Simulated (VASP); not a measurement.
Set up this calculation in VASP 6.6.1, as the native input.

| Quantity | Value |
| --- | --- |
| Task | single point |
| Functional | PBE |
| Potentials or basis | VASP PAW PBE potentials, release 64 (Li_sv, F, H) |
| Cutoff | 520 eV |
| k mesh | 3 × 3 × 3 |
| Occupations | fermi-dirac, width 0.01 eV |
| Spin | no spin polarisation |
| Dipole correction | no |
| Further INCAR settings | LREAL = Auto; ALGO = Normal; EDIFF = 1e-06; NBANDS = 90 |

The structure of Li27H26F (a cell with a defect) lies in POSCAR:

```
Li27H26F
1.0
    0.0000000000      6.0258581757      6.0258581757
    6.0258581757      0.0000000000      6.0258581757
    6.0258581757      6.0258581757      0.0000000000
Li F H
27 1 26
Direct
    0.0000000000      0.0000000000      0.0000000000
    0.0000000000      0.0000000000      0.3333333333
    0.0000000000      0.0000000000      0.6666666667
    0.0000000000      0.3333333333      0.0000000000
    0.0000000000      0.3333333333      0.3333333333
    0.0000000000      0.3333333333      0.6666666667
    0.0000000000      0.6666666667      0.0000000000
    0.0000000000      0.6666666667      0.3333333333
    0.0000000000      0.6666666667      0.6666666667
    0.3333333333      0.0000000000      0.0000000000
    0.3333333333      0.0000000000      0.3333333333
    0.3333333333      0.0000000000      0.6666666667
    0.3333333333      0.3333333333      0.0000000000
    0.3333333333      0.3333333333      0.3333333333
    0.3333333333      0.3333333333      0.6666666667
    0.3333333333      0.6666666667      0.0000000000
    0.3333333333      0.6666666667      0.3333333333
    0.3333333333      0.6666666667      0.6666666667
    0.6666666667      0.0000000000      0.0000000000
    0.6666666667      0.0000000000      0.3333333333
    0.6666666667      0.0000000000      0.6666666667
    0.6666666667      0.3333333333      0.0000000000
    0.6666666667      0.3333333333      0.3333333333
    0.6666666667      0.3333333333      0.6666666667
    0.6666666667      0.6666666667      0.0000000000
    0.6666666667      0.6666666667      0.3333333333
    0.6666666667      0.6666666667      0.6666666667
    0.1666666667      0.1666666667      0.1666666667
    0.1666666667      0.1666666667      0.5000000000
    0.1666666667      0.1666666667      0.8333333333
    0.1666666667      0.5000000000      0.1666666667
    0.1666666667      0.5000000000      0.5000000000
    0.1666666667      0.5000000000      0.8333333333
    0.1666666667      0.8333333333      0.1666666667
    0.1666666667      0.8333333333      0.5000000000
    0.1666666667      0.8333333333      0.8333333333
    0.5000000000      0.1666666667      0.1666666667
    0.5000000000      0.1666666667      0.5000000000
    0.5000000000      0.1666666667      0.8333333333
    0.5000000000      0.5000000000      0.1666666667
    0.5000000000      0.5000000000      0.5000000000
    0.5000000000      0.5000000000      0.8333333333
    0.5000000000      0.8333333333      0.1666666667
    0.5000000000      0.8333333333      0.5000000000
    0.5000000000      0.8333333333      0.8333333333
    0.8333333333      0.1666666667      0.1666666667
    0.8333333333      0.1666666667      0.5000000000
    0.8333333333      0.1666666667      0.8333333333
    0.8333333333      0.5000000000      0.1666666667
    0.8333333333      0.5000000000      0.5000000000
    0.8333333333      0.5000000000      0.8333333333
    0.8333333333      0.8333333333      0.1666666667
    0.8333333333      0.8333333333      0.5000000000
    0.8333333333      0.8333333333      0.8333333333
```

One way to write it, as run:

INCAR

```
  PREC = Accurate
  ENCUT = 520
  EDIFF = 1E-6
  ISMEAR = -1
  SIGMA = 0.01
  LREAL = Auto
  LASPH = True
  NELM = 60
  ALGO = Normal
  ISIF = 2
  LWAVE = False
  LCHARG = False
  GGA = PE
  NBANDS = 90
```

KPOINTS

```
Automatic mesh
0
Gamma
  3 3 3
```

Potentials or basis: VASP PAW PBE potentials, release 64 (Li_sv, F, H).

Launch:

```console
$ cat potpaw_PBE.64/Li_sv/POTCAR potpaw_PBE.64/F/POTCAR potpaw_PBE.64/H/POTCAR > POTCAR
$ mpirun -np 1 vasp_std > vasp.out
```

Results of the run:

```yaml
Largest_force: 0.033 eV/Å
Band_gap_on_the_k_mesh: 3.50 eV
```

Run time: 14 min on 1 thread of Intel Xeon 8259CL, on a shared host, peak memory 0.58 GiB.
